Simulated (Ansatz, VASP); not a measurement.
# ZnSe5: VASP beside Ansatz

Contents of INCAR:

```
  PREC = Accurate
  ENCUT = 600
  EDIFF = 1E-6
  ISMEAR = 0
  SIGMA = 0.1
  LREAL = F
  LASPH = T
  NELM = 80
  ALGO = Normal
  ISIF = 3
  LWAVE = F
  LCHARG = F
  GGA = PE
  IBRION = 2
  NSW = 100
  EDIFFG = -0.01
```

Contents of KPOINTS:

```
Automatic mesh
0
Gamma
  6 6 10
```

Contents of POSCAR:

```
ZnSe5
1.0
    6.3881793428      0.0000000000      0.0000000000
   -3.1940896714      5.5323255948      0.0000000000
    0.0000000000      0.0000000000      3.6695323359
Zn Se
1 5
Direct
    0.0000000000      0.0000000000      0.5000000000
    0.6848394343      0.0000000000      0.0000000000
    0.6666666667      0.3333333333      0.5000000000
    0.3151605657      0.3151605657      0.0000000000
    0.3333333333      0.6666666667      0.5000000000
    0.0000000000      0.6848394343      0.0000000000
```

Input for Ansatz:

```yaml
crystal:
  lattice:
    - [6.3881793428, 0.0, 0.0]
    - [-3.1940896714, 5.5323255948, 0.0]
    - [0.0, 0.0, 3.6695323359]
  atoms:
    - { symbol: Zn, position: [0.0, 0.0, 0.5] }
    - { symbol: Se, position: [0.6848394343, 0.0, 0.0] }
    - { symbol: Se, position: [0.6666666667, 0.3333333333, 0.5] }
    - { symbol: Se, position: [0.3151605657, 0.3151605657, 0.0] }
    - { symbol: Se, position: [0.3333333333, 0.6666666667, 0.5] }
    - { symbol: Se, position: [0.0, 0.6848394343, 0.0] }
basis:
  ecutwfc: 420
kpoints:
  mp_grid: { grid: [6, 6, 10] }
hamiltonian:
  xc: pbe
scf:
  occupations: { method: gaussian, width: 0.1 }
output:
  forces: true
  stress: true
  eigenvalues: true
  write_density: true
  write_potential: true
  elf: true
  volumetric_format: npy
relax:
  adjacent_minimum: "off"
  f_tol: 0.01
  max_steps: 80
  cell: { stress_tol: 0.05 }
```

Change from the starting cell: species swapped into the SrMg5 type (P-62m, No. 189).

Alike in both runs: task relaxation of cell and atoms; functional PBE; k mesh 6 × 6 × 10; occupations gaussian, width 0.1 eV; no spin polarisation.

```csv
,VASP,Ansatz
version,VASP 6.6.1,Ansatz 0.2.0
potentials or method,"VASP PAW PBE potentials, release 64 (Zn, Se), cutoff 600 eV","scalar-relativistic, plane waves, PAW"
valence electrons in the cell,42,92
```

|  | VASP | Ansatz | Ansatz less VASP |
| --- | --- | --- | --- |
| gap on the k mesh at the Fermi level, each at its own relaxed structure (eV) | none | none | - |
| relaxed volume (Å³/atom) | 21.69 | 21.67 | -0.024 |
| relaxed cell length with the largest relative difference (Å) | 3.667 | 3.665 | -0.0017 |

A gap of «none» marks a metal or a gap that the smearing closes. VASP's potentials hold 42 valence electrons a cell and Ansatz's 92, so a difference there can come from the potentials and not from the codes.
